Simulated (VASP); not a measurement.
# C (P6_3/mmc) in VASP: further runs

C is run at these levels: LDA; tasks: single point.

The COD entry that gives the cell may itself be a prediction, so a difference from it is no test against experiment.

Program: VASP 6.6.1. These are calculated values, not measurements. Logs are shortened: lines on timing, memory, paths and dates and some standing lists are left out, and cuts for length are marked.

**1. The cell of the first run**

Symmetry: P6_3/mmc, No. 194, hexagonal system. The conventional cell has a = 2.490 Å, b = 2.490 Å, c = 8.214 Å, α = 90.00°, β = 90.00°, γ = 120.00°. C (site symmetry 3m) has 4 C at 1.43 to 1.56 Å within 1.9 Å. Within 2.0 Å of C (site symmetry 3m) lie 4 C at 1.48 to 1.56 Å.

**2. Single point, LDA (mode 21 frozen in at -0.048 Å, strain +e along z and -e/2 along x and y +0.0000)**

INCAR reads:

```
SYSTEM = C
ALGO = Normal ; EDIFF = 1E-7
ENCUT = 520 ; ISIF = 2
ISMEAR = 0 ; LASPH = .TRUE.
LCHARG = .TRUE. ; LELF = .TRUE.
LREAL = .FALSE. ; LVHAR = .TRUE.
LWAVE = .FALSE. ; NBANDS = 26
NELM = 100 ; PREC = Accurate
SIGMA = 0.05
```

KPOINTS reads:

```
k-points
0
G
  12 12 4
  0 0 0
```

POSCAR reads:

```
C
1.0
    2.4896249417      0.0000000000      0.0000000000
   -1.2448124708      2.1560784454      0.0000000000
    0.0000000000      0.0000000000      8.2142660865
C
8
Direct
    0.0000000000      0.0000000000      0.0870930396
    0.0000000000      0.0000000000      0.5870930396
    0.0000000000      0.0000000000      0.4129069604
    0.0000000000      0.0000000000      0.9129069604
    0.3333333333      0.6666666667      0.1600876728
    0.6666666667      0.3333333333      0.6600876728
    0.3333333333      0.6666666667      0.3399123272
    0.6666666667      0.3333333333      0.8399123272
```

Potentials or basis: VASP PAW LDA potentials, release 64 (C).

Started as:

```bash
$ cat potpaw_LDA.64/C/POTCAR > POTCAR
$ mpirun -np 1 vasp_std > vasp.out
```

OUTCAR:

```text
SYSTEM = C
   EDIFF = 1E-7
   ENCUT = 520
   ISIF = 2
   ISMEAR = 0
   LASPH = .TRUE.
   LREAL = .FALSE.
   NELM = 100
   PREC = Accurate

 ion  position               nearest neighbor table
   1  0.000  0.000  0.087-   4 1.43   5 1.56   5 1.56   5 1.56
   2  0.000  0.000  0.587-   3 1.43   6 1.56   6 1.56   6 1.56
   3  0.000  0.000  0.413-   2 1.43   7 1.56   7 1.56   7 1.56
   4  0.000  0.000  0.913-   1 1.43   8 1.56   8 1.56   8 1.56
   5  0.333  0.667  0.160-   7 1.48   1 1.56   1 1.56   1 1.56
   6  0.667  0.333  0.660-   8 1.48   2 1.56   2 1.56   2 1.56
   7  0.333  0.667  0.340-   5 1.48   3 1.56   3 1.56   3 1.56
   8  0.667  0.333  0.840-   6 1.48   4 1.56   4 1.56   4 1.56

  LATTYP: Found a hexagonal cell.
 ALAT       =     2.4896249417
 C/A-ratio  =     3.2993990175

  Lattice vectors:

 A1 = (   2.4896249417,   0.0000000000,   0.0000000000)
 A2 = (  -1.2448124708,   2.1560784454,   0.0000000000)
 A3 = (   0.0000000000,   0.0000000000,   8.2142660865)

Analysis of symmetry for initial positions (statically):
=====================================================================
 Subroutine PRICEL returns:
 Original cell was already a primitive cell.

 Routine SETGRP: Setting up the symmetry group for a
 hexagonal supercell.

 Subroutine GETGRP returns: Found 24 space group operations
 (whereof 12 operations were pure point group operations)
 out of a pool of 24 trial point group operations.

The static configuration has the point symmetry D_3d.
 The point group associated with its full space group is D_6h.

Analysis of symmetry for dynamics (positions and initial velocities):
=====================================================================
 Subroutine PRICEL returns:
 Original cell was already a primitive cell.

 Routine SETGRP: Setting up the symmetry group for a
 hexagonal supercell.

 Subroutine GETGRP returns: Found 24 space group operations
 (whereof 12 operations were pure point group operations)
 out of a pool of 24 trial point group operations.

The dynamic configuration has the point symmetry D_3d.
 The point group associated with its full space group is D_6h.

 Subroutine INISYM returns: Found 24 space group operations
 (whereof 12 operations are pure point group operations),
 and found     1 'primitive' translations

----------------------------------------------------------------------------------------

                                     Primitive cell
[... 103 lines left out ...]
   EDIFF  = 0.1E-06   stopping-criterion for ELM
   LREAL  =      F    real-space projection
   EDIFFG = 0.1E-05   stopping-criterion for IOM
   NSW    =      0    number of steps for IOM
   IBRION =     -1    ionic relax: 0-MD 1-quasi-New 2-CG
   NFREE  =      0    steps in history (QN), initial steepest desc. (CG)
   ISIF   =      2    stress and relaxation
   ISYM   =      2    0-nonsym 1-usesym 2-fastsym
   POTIM  = 0.5000    time-step for ionic-motion
   TEBEG  =    0.0;   TEEND  =   0.0 temperature during run
   PSTRESS=    0.0 pullay stress
   NELECT =      32.0000    total number of electrons
   NUPDOWN=      -1.0000    fix difference up-down
   EMIN   =  10.00;   EMAX   =-10.00  energy-range for DOS
   EFERMI =   0.00;   METHOD = LEGACY
   ISMEAR =     0;   SIGMA  =   0.05  broadening in eV -4-tet -1-fermi 0-gaus
   EFERMI_NEDOS =   21; number of points for ismear=-14 and -15
   IALGO  =     38    algorithm
   IMIX   =      4    mixing-type and parameters
     AMIX     =   0.40;   BMIX     =  1.00
     AMIX_MAG =   1.60;   BMIX_MAG =  1.00
  volume/ion in A,a.u.               =       5.51        37.19
  Fermi-wavevector in a.u.,A,eV,Ry     =   1.471191  2.780148 29.448492  2.164403
  Thomas-Fermi vector in A             =   2.586357
   LORBIT       =      0    0 simple, 1 ext, 2 COOP (PROOUT), +10 PAW based schemes
   GGA     = CA    functional components
   LHFCALC =     F    Hartree Fock is set to
   AEXX    =    0.0000 exact exchange contribution
   IVDW    =     0    specifies the selected vdW correction
   LEPSILON=     F    determine dielectric tensor
   LRPA    =     F    only Hartree local field effects (RPA)
 non-spin polarized calculation
 Gauss-broadening in eV      SIGMA  =   0.05
  energy-cutoff  :      520.00
  volume of cell :       44.09
 maximum number of plane-waves:      1204
 NGX is ok and might be reduce to    20
   NGX =  9   NGY =  9   NGZ = 31

 number of electron      32.0000000 magnetization

 Free energy of the ion-electron system (eV)
  ---------------------------------------------------
  ext. energy  EPLUGINS =         0.00000000
  ---------------------------------------------------
  free energy    TOTEN  =       -80.28305711 eV

  energy without entropy =      -80.28305711  energy(sigma->0) =      -80.28305711

 E-fermi :  11.2943     XC(G=0): -13.6387

 val. band max:       11.0895647802   @ k =   0.0000   0.0000   0.0000
 cond. band min:      14.4897953923   @ k =   0.3333   0.3333   0.5000
 fundamental gap:      3.4002306121
 Fermi energy:        11.2942644569

 k-point     1 :       0.0000    0.0000    0.0000
  band No.  band energies     occupation
      1     -11.5791      2.00000
      2      -9.9816      2.00000
      3      -9.7329      2.00000
      4      -5.4136      2.00000
      5      -4.1560      2.00000
      6       2.7168      2.00000
[... 685 lines left out ...]
     25      21.0036      0.00000
     26      22.8042      0.00000

 [... further k-points ...]
[... 5 lines left out ...]
  --------------------------------------------------------------------------------------
  -------------------------------------------------------------------------------------
  Total       -0.0074027     -0.0074027      3.4079939     -0.0000000      0.0000000     -0.0000000
  in kB       -0.2689891     -0.2689891    123.8346380     -0.0000000      0.0000000     -0.0000000
  external PRESSURE =      41.0988866 kB  Pullay stress =       0.0000000 kB

 VOLUME and BASIS-vectors are now :
 -----------------------------------------------------------------------------
  energy-cutoff  :      520.00
  volume of cell :       44.09
      direct lattice vectors                 reciprocal lattice vectors
     2.489624942  0.000000000  0.000000000     0.401666927  0.231902508  0.000000000
    -1.244812471  2.156078445  0.000000000     0.000000000  0.463805017  0.000000000
     0.000000000  0.000000000  8.214266087     0.000000000  0.000000000  0.121739421

 POSITION                                       TOTAL-FORCE (eV/Angst)
 -----------------------------------------------------------------------------------
      0.00000      0.00000      0.71541        -0.000000      0.000000      4.332244
      0.00000      0.00000      4.82254         0.000000     -0.000000      4.332244
      0.00000      0.00000      3.39173        -0.000000      0.000000     -4.332244
      0.00000      0.00000      7.49886         0.000000     -0.000000     -4.332244
     -0.00000      1.43739      1.31500        -0.000000      0.000000     -3.220191
      1.24481      0.71869      5.42214         0.000000     -0.000000     -3.220191
     -0.00000      1.43739      2.79213        -0.000000      0.000000      3.220191
      1.24481      0.71869      6.89926         0.000000     -0.000000      3.220191
 -----------------------------------------------------------------------------------
    total drift:                               -0.000000      0.000000      0.000000

  FREE ENERGIE OF THE ION-ELECTRON SYSTEM (eV)
  ---------------------------------------------------
  free  energy   TOTEN  =       -80.2830571135 eV

  energy  without entropy=      -80.2830571135  energy(sigma->0) =      -80.28305711
```

OSZICAR:

```text
N       E                     dE             d eps       ncg     rms          rms(c)
DAV:   1     0.557424640448E+02    0.55742E+02   -0.16644E+04  2964   0.120E+03
DAV:   2    -0.785313012417E+02   -0.13427E+03   -0.12527E+03  3886   0.229E+02
DAV:   3    -0.837307713315E+02   -0.51995E+01   -0.51546E+01  4032   0.392E+01
DAV:   4    -0.837804601911E+02   -0.49689E-01   -0.49617E-01  3838   0.429E+00
DAV:   5    -0.837812709021E+02   -0.81071E-03   -0.81009E-03  3930   0.494E-01    0.119E+01
DAV:   6    -0.811802038501E+02    0.26011E+01   -0.17881E+00  3400   0.711E+00    0.687E+00
DAV:   7    -0.802855712034E+02    0.89463E+00   -0.20850E+00  3594   0.777E+00    0.148E+00
DAV:   8    -0.802831878499E+02    0.23834E-02   -0.46149E-02  3812   0.123E+00    0.280E-01
DAV:   9    -0.802830496879E+02    0.13816E-03   -0.74667E-04  3796   0.187E-01    0.431E-02
DAV:  10    -0.802830574182E+02   -0.77303E-05   -0.46747E-05  3846   0.401E-02    0.207E-02
DAV:  11    -0.802830571290E+02    0.28917E-06   -0.29051E-06  3916   0.120E-02    0.378E-03
DAV:  12    -0.802830571135E+02    0.15503E-07   -0.79703E-07  3804   0.547E-03
   1 F= -.80283057E+02 E0= -.80283057E+02  d E =-.515065E-11
```

It took 86 s on 1 thread of AMD EPYC 7R13 (Zen 3), shared host; peak memory 0.13 GiB.

Results:

| Property | Result |
| --- | --- |
| Free energy | -80.2831 eV |
| Pressure | 4.1 GPa |
| Largest force | 4.332 eV/Å |
| Band gap on the k mesh | 3.40 eV, indirect (least direct gap 3.86 eV) |

Forces in eV/Å, atoms in the order of the input:
```
C    0.000  0.000  4.332
C    0.000  0.000  4.332
C    0.000  0.000 -4.332
C    0.000  0.000 -4.332
C    0.000  0.000 -3.220
C    0.000  0.000 -3.220
C    0.000  0.000  3.220
C    0.000  0.000  3.220
```

Levels at points of the mesh, in eV from the valence-band top:
| k point | band 14 | band 15 | band 16 | band 17 | band 18 | band 19 |
| --- | --- | --- | --- | --- | --- | --- |
| (0.00, 0.00, 0.00) | -2.31 | 0.00 | 0.00 | 3.86 | 3.86 | 6.14 |
| (0.50, 0.00, 0.00) | -5.43 | -5.26 | -3.04 | 4.00 | 4.27 | 5.58 |
| (0.00, 0.00, 0.50) | -0.93 | -0.93 | -0.93 | 4.97 | 4.97 | 4.97 |
| (0.50, 0.00, 0.50) | -6.35 | -3.95 | -3.95 | 4.34 | 4.34 | 5.63 |

Caveat: the cell differs from its parent crystal (mode 21 frozen in at -0.048 Å, strain +e along z and -e/2 along x and y +0.0000); forces of over 1 eV/Å act on the atoms, so gaps and moduli don't describe the material at rest.

**3. Single point, LDA (mode 21 frozen in at +0.012 Å, strain +e along z and -e/2 along x and y +0.0467)**

INCAR reads:

```
PREC     = Accurate       # precision mode
ENCUT    = 520            # plane-wave cutoff, eV
EDIFF    = 1E-6           # SCF threshold, eV
ISMEAR   = 0              # smearing method
SIGMA    = 0.05           # smearing width, eV
LREAL    = F              # projectors in reciprocal space
LASPH    = T              # aspherical terms in the spheres
NELM     = 80             # most SCF steps
ALGO     = Normal         # electronic algorithm
ISIF     = 2              # what is computed and relaxed
LWAVE    = F              # write WAVECAR
LCHARG   = F              # write CHGCAR
GGA      = CA             # functional
NBANDS   = 26             # bands
```

KPOINTS reads:

```
regular mesh
0
Gamma
  12 12 4
```

POSCAR reads:

```
C
1.0
    2.4314921993      0.0000000000      0.0000000000
   -1.2157460996      2.1057340137      0.0000000000
    0.0000000000      0.0000000000      8.5978723127
C
8
Direct
    0.0000000000      0.0000000000      0.0943974049
    0.0000000000      0.0000000000      0.5943974049
    0.0000000000      0.0000000000      0.4056025951
    0.0000000000      0.0000000000      0.9056025951
    0.3333333333      0.6666666667      0.1544085368
    0.6666666667      0.3333333333      0.6544085368
    0.3333333333      0.6666666667      0.3455914632
    0.6666666667      0.3333333333      0.8455914632
```

Potentials or basis: VASP PAW LDA potentials, release 64 (C).

Started as:

```bash
$ cat potpaw_LDA.64/C/POTCAR > POTCAR
$ mpirun -np 1 vasp_std > vasp.out
```

Wall time 26 s (1 thread of AMD EPYC 9R45 (Zen 5), shared host); peak memory 0.13 GiB.

The run converged. Its results:

```yaml
Free_energy: -80.3272 eV
Pressure: 6.8 GPa
Largest_force: 0.711 eV/Å
Band_gap_on_the_k_mesh: 3.35 eV, direct
```

Forces on the atoms (eV/Å):
```
C    0.000  0.000 -0.711
C    0.000  0.000 -0.711
C    0.000  0.000  0.711
C    0.000  0.000  0.711
C    0.000  0.000  0.641
C    0.000  0.000  0.641
C    0.000  0.000 -0.641
C    0.000  0.000 -0.641
```

Stress tensor (GPa, compression positive):
```
 34.48   0.00   0.00
  0.00  34.48   0.00
  0.00   0.00 -48.53
```

Levels at points of the mesh, in eV from the valence-band top:
| k point | band 12 | band 13 | band 14 | band 15 | band 16 | band 17 | band 18 | band 19 | band 20 | band 21 |
| --- | --- | --- | --- | --- | --- | --- | --- | --- | --- | --- |
| (0.00, 0.00, 0.00) | -1.41 | -1.41 | -0.15 | -0.15 | 0.00 | 3.35 | 6.27 | 6.27 | 7.67 | 7.67 |
| (0.50, 0.00, 0.00) | -5.03 | -4.96 | -4.90 | -3.70 | -3.47 | 4.60 | 5.49 | 5.61 | 6.46 | 6.76 |
| (0.00, 0.00, 0.50) | -2.14 | -0.59 | -0.59 | -0.59 | -0.59 | 6.04 | 6.04 | 6.83 | 6.83 | 6.83 |
| (0.50, 0.00, 0.50) | -5.83 | -4.67 | -4.67 | -3.98 | -3.98 | 5.75 | 5.75 | 6.25 | 6.25 | 6.93 |

Caveat: the cell differs from its parent crystal (mode 21 frozen in at +0.012 Å, strain +e along z and -e/2 along x and y +0.0467).

(Part 1 of 2 ends here.)
